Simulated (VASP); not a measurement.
A run of VASP 6.6.1 is set up as follows.

File INCAR:

```
ALGO     = Normal         # electronic algorithm
EDIFF    = 1E-6           # SCF threshold, eV
ENCUT    = 520            # plane-wave cutoff, eV
GGA      = PS             # functional
ISIF     = 2              # what is computed and relaxed
ISMEAR   = 0              # smearing method
LASPH    = True           # aspherical terms in the spheres
LCHARG   = False          # write CHGCAR
LREAL    = False          # projectors in reciprocal space
LWAVE    = False          # write WAVECAR
NBANDS   = 32             # bands
NELM     = 80             # most SCF steps
PREC     = Accurate       # precision mode
SIGMA    = 0.05           # smearing width, eV
```

The input KPOINTS:

```
k-points
0
Gamma
  4 4 4
```

Contents of POSCAR:

```
Mg6O5
1.0
    5.5908553621      0.0000000000      0.0000000000
    0.0000000000      5.5908553621      0.0000000000
    0.0000000000      0.0000000000      5.5908553621
Mg O
6 5
Direct
    0.2500000000      0.0000000000      0.5000000000
    0.0000000000      0.5000000000      0.2500000000
    0.5000000000      0.7500000000      0.0000000000
    0.7500000000      0.0000000000      0.5000000000
    0.0000000000      0.5000000000      0.7500000000
    0.5000000000      0.2500000000      0.0000000000
    0.5000000000      0.0000000000      0.2500000000
    0.0000000000      0.7500000000      0.5000000000
    0.8125000000      0.4060966586      0.0000000000
    0.5000000000      0.0000000000      0.7500000000
    0.0000000000      0.2500000000      0.5000000000
```

Potentials or basis: VASP PAW PBE potentials, release 64 (Mg, O).

Run with:

```bash
$ cat potpaw_PBE.64/Mg/POTCAR potpaw_PBE.64/O/POTCAR > POTCAR
$ mpirun -np 1 vasp_std > vasp.out
```

Problem. What does it give for the largest force?

Solution. 2.415 eV/Å.

Problem. Predict the pressure.

Solution. 1.5 GPa.

Problem. Estimate the band gap on the k mesh.

Solution. 0.97 eV.

Forces on the atoms (eV/Å):
```
Mg  -0.053  0.086  0.000
Mg   1.033 -0.175  1.560
Mg  -0.204  0.362  0.000
Mg   0.080  0.334  0.000
Mg   1.033 -0.175 -1.560
Mg   0.366 -0.650  0.000
O    0.020 -0.295 -0.067
O   -0.257 -0.109  0.000
O   -2.258  0.858  0.000
O    0.020 -0.295  0.067
O    0.221  0.058  0.000
```

Caveat: the cell differs from its parent crystal (atoms taken out, atom 9 moved 0.125 of the way to it and -0.525 Å across, host rigid); the PAW data sets were made with another functional, which shifts forces and pressure a little.
